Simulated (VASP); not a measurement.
# Hf (P6_3/mmc) in VASP: single point with PBE

Aim: the single point of Hf with PBE.

Everything below comes from runs of VASP 6.6.1. Logs are shortened: lines on timing, memory, paths and dates and some standing lists are left out, and cuts for length are marked.

### Step 1. The cell of the first run

It takes space group P6_3/mmc (No. 194, hexagonal). Conventional cell: a = 3.204 Å, b = 3.204 Å, c = 5.069 Å, α = 90.00°, β = 90.00°, γ = 120.00°. Hf (site symmetry -6m2) has 12 Hf at 3.14 to 3.20 Å within 4.1 Å.

### Step 2. Single point, PBE

Contents of INCAR:

```
PREC = Accurate ; ENCUT = 520
EDIFF = 1E-7 ; ISMEAR = 0
SIGMA = 0.1 ; LREAL = F
LASPH = T ; NELM = 80
ALGO = Fast ; ISIF = 2
LWAVE = F ; LCHARG = F
GGA = PE ; NBANDS = 39
```

Contents of KPOINTS:

```
Automatic mesh
0
Gamma
  8 9 9
```

Contents of POSCAR:

```
Hf
1.0
    0.0000000000      0.0000000000     -5.0685089194
   -4.8060138187     -2.7747533719      0.0000000000
    0.0000000000      5.5495067439      0.0000000000
Hf
6
Direct
    0.7500000000      0.6666666667      0.6666666667
    0.7500000000      0.0000000000      0.3333333333
    0.7500000000      0.3333333333      1.0000000000
    0.2500000000      0.3333333333      0.3333333333
    0.2500000000      0.6666666667      1.0000000000
    0.2500000000      1.0000000000      0.6666666667
```

Potentials or basis: VASP PAW PBE potentials, release 64 (Hf_pv).

On the command line:

```
> cat potpaw_PBE.64/Hf_pv/POTCAR > POTCAR
> mpirun -np 1 vasp_std > vasp.out
```

OUTCAR:

```text
PREC = Accurate
   ENCUT = 520
   EDIFF = 1E-7
   ISMEAR = 0
   LREAL = F
   LASPH = T
   NELM = 80
   ISIF = 2
   GGA = PE

 ion  position               nearest neighbor table
   1  0.750  0.667  0.667-   6 3.14   6 3.14   5 3.14   5 3.14   4 3.14   4 3.14   3 3.20   2 3.20
                             2 3.20   3 3.20   2 3.20   3 3.20
   2  0.750  0.000  0.333-   4 3.14   4 3.14   5 3.14   5 3.14   6 3.14   6 3.14   3 3.20   1 3.20
                             1 3.20   3 3.20   1 3.20   3 3.20
   3  0.750  0.333  0.000-   4 3.14   4 3.14   6 3.14   6 3.14   5 3.14   5 3.14   2 3.20   1 3.20
                             1 3.20   2 3.20   1 3.20   2 3.20
   4  0.250  0.333  0.333-   2 3.14   2 3.14   3 3.14   3 3.14   1 3.14   1 3.14   5 3.20   6 3.20
                             6 3.20   5 3.20   6 3.20   5 3.20
   5  0.250  0.667  0.000-   1 3.14   1 3.14   2 3.14   2 3.14   3 3.14   3 3.14   6 3.20   4 3.20
                             4 3.20   6 3.20   6 3.20   4 3.20
   6  0.250  0.000  0.667-   1 3.14   1 3.14   3 3.14   3 3.14   2 3.14   2 3.14   5 3.20   4 3.20
                             4 3.20   4 3.20   5 3.20   5 3.20

  LATTYP: Found a hexagonal cell.
 ALAT       =     5.5495067439
 C/A-ratio  =     0.9133260222

  Lattice vectors:

 A1 = (  -4.8060138187,  -2.7747533719,   0.0000000000)
 A2 = (   0.0000000000,   5.5495067439,   0.0000000000)
 A3 = (   0.0000000000,   0.0000000000,  -5.0685089194)

Analysis of symmetry for initial positions (statically):
=====================================================================
 Subroutine PRICEL returns following result:

  LATTYP: Found a hexagonal cell.
 ALAT       =     3.2040092121
 C/A-ratio  =     1.5819270744

  Lattice vectors:

 A1 = (   3.2040092121,   0.0000000005,   0.0000000000)
 A2 = (  -1.6020046061,  -2.7747533722,   0.0000000000)
 A3 = (   0.0000000000,   0.0000000000,  -5.0685089194)

   3 primitive cells build up your supercell.

 Routine SETGRP: Setting up the symmetry group for a
 hexagonal supercell.

 Subroutine GETGRP returns: Found 24 space group operations
 (whereof 12 operations were pure point group operations)
 out of a pool of 24 trial point group operations.

The static configuration has the point symmetry D_3d.
 The point group associated with its full space group is D_6h.

Analysis of symmetry for dynamics (positions and initial velocities):
=====================================================================
 Subroutine PRICEL returns following result:

  LATTYP: Found a hexagonal cell.
 ALAT       =     3.2040092121
 C/A-ratio  =     1.5819270744

  Lattice vectors:

 A1 = (   3.2040092121,   0.0000000005,   0.0000000000)
 A2 = (  -1.6020046061,  -2.7747533722,   0.0000000000)
 A3 = (   0.0000000000,   0.0000000000,  -5.0685089194)

   3 primitive cells build up your supercell.

 Routine SETGRP: Setting up the symmetry group for a
 hexagonal supercell.

 Subroutine GETGRP returns: Found 24 space group operations
 (whereof 12 operations were pure point group operations)
 out of a pool of 24 trial point group operations.

The dynamic configuration has the point symmetry D_3d.
 The point group associated with its full space group is D_6h.

 Subroutine INISYM returns: Found 24 space group operations
 (whereof 12 operations are pure point group operations),
 and found     3 'primitive' translations

----------------------------------------------------------------------------------------

                                     Primitive cell

  volume of cell :      45.0607

  direct lattice vectors                    reciprocal lattice vectors
     3.204009212  0.000000001  0.000000000     0.312108965 -0.180196195  0.000000000
    -1.602004606 -2.774753372  0.000000000     0.000000000 -0.360392390  0.000000000
     0.000000000  0.000000000 -5.068508919     0.000000000  0.000000000 -0.197296683

  length of vectors
     3.204009212  3.204009213  5.068508919     0.360392390  0.360392390  0.197296683

  position of ions in fractional coordinates (direct lattice)
     0.666666666  0.333333333  0.750000000
     0.333333333  0.666666667  0.250000000

  ion indices of the primitive-cell ions
   primitive index   ion index
                 1           1
                 2           5

----------------------------------------------------------------------------------------

 KPOINTS: Automatic mesh

Automatic generation of k-mesh.
 Grid dimensions read from file:
 generate k-points for:    8    9    9

 Generating k-lattice:

  Cartesian coordinates                     Fractional coordinates (reciprocal lattice)
     0.000000000  0.000000000 -0.024662085     0.125000000  0.000000000  0.000000000
    -0.023119183  0.000000000  0.000000000     0.000000000  0.111111111  0.000000000
    -0.011559591  0.020021799  0.000000000     0.000000000 -0.000000000  0.111111111

  Length of vectors
     0.024662085  0.023119183  0.023119183

  Shift w.r.t. Gamma in fractional coordinates (k-lattice)
     0.000000000  0.000000000  0.000000000

 Subroutine IBZKPT returns following result:
 ===========================================

 Found     60 irreducible k-points:

 Following reciprocal coordinates:
            Coordinates               Weight
  0.000000  0.000000  0.000000      1.000000
  0.125000  0.000000  0.000000      2.000000
  0.250000  0.000000  0.000000      2.000000
  0.375000  0.000000  0.000000      2.000000
  0.500000  0.000000  0.000000      1.000000
  0.000000  0.111111  0.000000      6.000000
[... 16 lines left out ...]
  0.250000  0.444444  0.000000     12.000000
  0.375000  0.444444  0.000000     12.000000
 [... further k-points ...]
   k-points           NKPTS =     60   k-points in BZ     NKDIM =     60   number of bands    NBANDS=     39
   number of dos      NEDOS =    301   number of ions     NIONS =      6
   total plane-waves  NPLWV =  70560
   dimension x,y,z NGX =    40 NGY =   42 NGZ =   42
   dimension x,y,z NGXF=    80 NGYF=   84 NGZF=   84
   ions per type =               6
   NGX,Y,Z   is equivalent  to a cutoff of  13.12, 12.58, 12.58 a.u.
   NGXF,Y,Z  is equivalent  to a cutoff of  26.24, 25.16, 25.16 a.u.
 SYSTEM =  unknown system
   PREC   = accura    normal or accurate (medium, high low for compatibility)
   ISTART =      0    job   : 0-new  1-cont  2-samecut
   ICHARG =      2    charge: 1-file 2-atom 10-const
   ISPIN  =      1    spin polarized calculation?
   LNONCOLLINEAR =      F non collinear calculations
   LSORBIT =      F    spin-orbit coupling
   LASPH  =      T    aspherical Exc in radial PAW
   ENCUT  =  520.0 eV  38.22 Ry    6.18 a.u.   9.42 10.32 10.32*2*pi/ulx,y,z
   NELM   =     80;   NELMIN=  2; NELMDL= -5     # of ELM steps
   EDIFF  = 0.1E-06   stopping-criterion for ELM
   LREAL  =      F    real-space projection
   EDIFFG = 0.1E-05   stopping-criterion for IOM
   NSW    =      0    number of steps for IOM
   IBRION =     -1    ionic relax: 0-MD 1-quasi-New 2-CG
   NFREE  =      0    steps in history (QN), initial steepest desc. (CG)
   ISIF   =      2    stress and relaxation
   ISYM   =      2    0-nonsym 1-usesym 2-fastsym
   POTIM  = 0.5000    time-step for ionic-motion
   TEBEG  =    0.0;   TEEND  =   0.0 temperature during run
   PSTRESS=    0.0 pullay stress
   NELECT =      60.0000    total number of electrons
   NUPDOWN=      -1.0000    fix difference up-down
   EMIN   =  10.00;   EMAX   =-10.00  energy-range for DOS
   EFERMI =   0.00;   METHOD = LEGACY
   ISMEAR =     0;   SIGMA  =   0.10  broadening in eV -4-tet -1-fermi 0-gaus
   EFERMI_NEDOS =   21; number of points for ismear=-14 and -15
   IALGO  =     68    algorithm
   IMIX   =      4    mixing-type and parameters
     AMIX     =   0.40;   BMIX     =  1.00
     AMIX_MAG =   1.60;   BMIX_MAG =  1.00
  volume/ion in A,a.u.               =      22.53       152.04
  Fermi-wavevector in a.u.,A,eV,Ry     =   1.248778  2.359849 21.217571  1.559447
  Thomas-Fermi vector in A             =   2.382849
   LORBIT       =      0    0 simple, 1 ext, 2 COOP (PROOUT), +10 PAW based schemes
   GGA     = PE    functional components
   LHFCALC =     F    Hartree Fock is set to
   AEXX    =    0.0000 exact exchange contribution
   IVDW    =     0    specifies the selected vdW correction
   LEPSILON=     F    determine dielectric tensor
   LRPA    =     F    only Hartree local field effects (RPA)
 non-spin polarized calculation
 RMM-DIIS sequential band-by-band and
 Gauss-broadening in eV      SIGMA  =   0.10
  energy-cutoff  :      520.00
  volume of cell :      135.18
 maximum number of plane-waves:      3666
 NGX is ok and might be reduce to    40
   NGX = 19   NGY = 21   NGZ = 21

 number of electron      60.0000003 magnetization

 Free energy of the ion-electron system (eV)
  ---------------------------------------------------
  ext. energy  EPLUGINS =         0.00000000
  ---------------------------------------------------
  free energy    TOTEN  =       -59.55946071 eV

  energy without entropy =      -59.53585908  energy(sigma->0) =      -59.54765989

 E-fermi :   4.8829     XC(G=0): -11.2512

 val. band max:        4.8768013609   @ k =   0.3750   0.1111   0.0000
 cond. band min:       4.8908104062   @ k =   0.3750   0.2222   0.1111
 fundamental gap:      0.0140090453
 Fermi energy:         4.8828536676

 k-point     1 :       0.0000    0.0000    0.0000
  band No.  band energies     occupation
      1     -26.2129      2.00000
      2     -25.9383      2.00000
      3     -25.9383      2.00000
      4     -25.8083      2.00000
      5     -25.8083      2.00000
      6     -25.8083      2.00000
[... 31 lines left out ...]
     38       6.8905      0.00000
     39       6.9047      0.00000

 k-point     2 :       0.1250    0.0000    0.0000
  band No.  band energies     occupation
      1     -26.1828      2.00000
      2     -25.9282      2.00000
      3     -25.9282      2.00000
      4     -25.8668      2.00000
      5     -25.8668      2.00000
      6     -25.8668      2.00000
[... 913 lines left out ...]
     38       6.3319      0.00000
     39       6.4186      0.00000

 k-point    24 :       0.3750    0.4444    0.0000
  band No.  band energies     occupation
      1     -26.1250      2.00000
      2     -26.0606      2.00000
      3     -26.0011      2.00000
      4     -25.9750      2.00000
      5     -25.9086      2.00000
      6     -25.8277      2.00000
[... 31 lines left out ...]
     38       6.6706      0.00000
     39       6.7910      0.00000

 [... further k-points ...]

------------------------ aborting loop because EDIFF is reached ----------------------------------------

  FORCE on cell =-STRESS in cart. coord.  units (eV):
  Direction    XX          YY          ZZ          XY          YZ          ZX
  --------------------------------------------------------------------------------------
  -------------------------------------------------------------------------------------
  Total       -0.3000539     -0.3000539     -0.3885743      0.0000000      0.0000000      0.0000000
  in kB       -3.5562333     -3.5562333     -4.6053752      0.0000000      0.0000000      0.0000000
  external PRESSURE =      -3.9059473 kB  Pullay stress =       0.0000000 kB

 VOLUME and BASIS-vectors are now :
 -----------------------------------------------------------------------------
  energy-cutoff  :      520.00
  volume of cell :      135.18
      direct lattice vectors                 reciprocal lattice vectors
     0.000000000  0.000000000 -5.068508919     0.000000000  0.000000000 -0.197296683
    -4.806013819 -2.774753372  0.000000000    -0.208072644  0.000000000  0.000000000
     0.000000000  5.549506744  0.000000000    -0.104036322  0.180196195  0.000000000

 POSITION                                       TOTAL-FORCE (eV/Angst)
 -----------------------------------------------------------------------------------
     -3.20401      1.84984     -3.80138         0.000000     -0.000000      0.000000
      0.00000      1.84984     -3.80138         0.000000      0.000000      0.000000
     -1.60200     -0.92492     -3.80138        -0.000000     -0.000000      0.000000
     -1.60200      0.92492     -1.26713        -0.000000     -0.000000     -0.000000
     -3.20401     -1.84984     -1.26713         0.000000      0.000000     -0.000000
      0.00000      3.69967     -1.26713         0.000000      0.000000      0.000000
 -----------------------------------------------------------------------------------
    total drift:                                0.000000     -0.000000      0.000000

  FREE ENERGIE OF THE ION-ELECTRON SYSTEM (eV)
  ---------------------------------------------------
  free  energy   TOTEN  =       -59.5594607060 eV

  energy  without entropy=      -59.5358590763  energy(sigma->0) =      -59.54765989
```

Run time: 6.7 min. Hardware: 1 thread of Intel Xeon Platinum 8375C at 2.90GHz (Ice Lake), shared host; peak memory 0.39 GiB.

Results:

```yaml
Free_energy: -59.5595 eV
Pressure: -0.4 GPa
Band_gap_on_the_k_mesh: zero (band 30 reaches 5.24 eV, above the bottom of band 31 at 4.59 eV)
```

Levels at points of the mesh, in eV from the Fermi level:
```tsv
k point	band 28	band 29	band 30	band 31	band 32	band 33
(0.00, 0.00, 0.00)	-1.44	0.35	0.35	0.35	0.35	0.60
(0.50, 0.00, 0.00)	-1.47	-0.22	-0.22	-0.22	-0.22	0.14
```

Caveat: spin-orbit coupling is left out, which moves the levels of the heavy elements.
